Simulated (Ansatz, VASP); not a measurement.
**TiPt3: VASP beside Ansatz**

```xyz
4
Lattice="3.9477 0.0000 0.0000 0.0000 3.9477 0.0000 0.0000 0.0000 3.9477" Properties=species:S:1:pos:R:3 pbc="T T T"
Pt    0.0000    1.9738    1.9738
Pt    1.9738    0.0000    1.9738
Pt    1.9738    1.9738    0.0000
Ti    0.0000    0.0000    0.0000
```

Alike in both runs: functional PBE; k mesh 6 × 6 × 6; occupations gaussian, width 0.1 eV; no spin polarisation.

Ansatz relaxed the structure, and its values are those at the end. VASP's run is a single point on that final structure, the one shown.

```csv
,VASP,Ansatz
version,VASP 6.6.1,Ansatz 0.2.0
potentials or method,"VASP PAW PBE potentials, release 64 (Pt, Ti_sv), cutoff 500 eV","scalar-relativistic, plane waves, PAW"
valence electrons in the cell,42,66
```

|  | VASP | Ansatz | Ansatz less VASP |
| --- | --- | --- | --- |
| gap on the k mesh at the Fermi level (eV) | none | none | - |
| pressure (GPa) | -0.3 | 0.0 | +0.30 |

A gap of «none» marks a metal or a gap that the smearing closes. VASP's potentials hold 42 valence electrons a cell and Ansatz's 66, so a difference there can come from the potentials and not from the codes.

Neither program's run includes spin-orbit coupling.
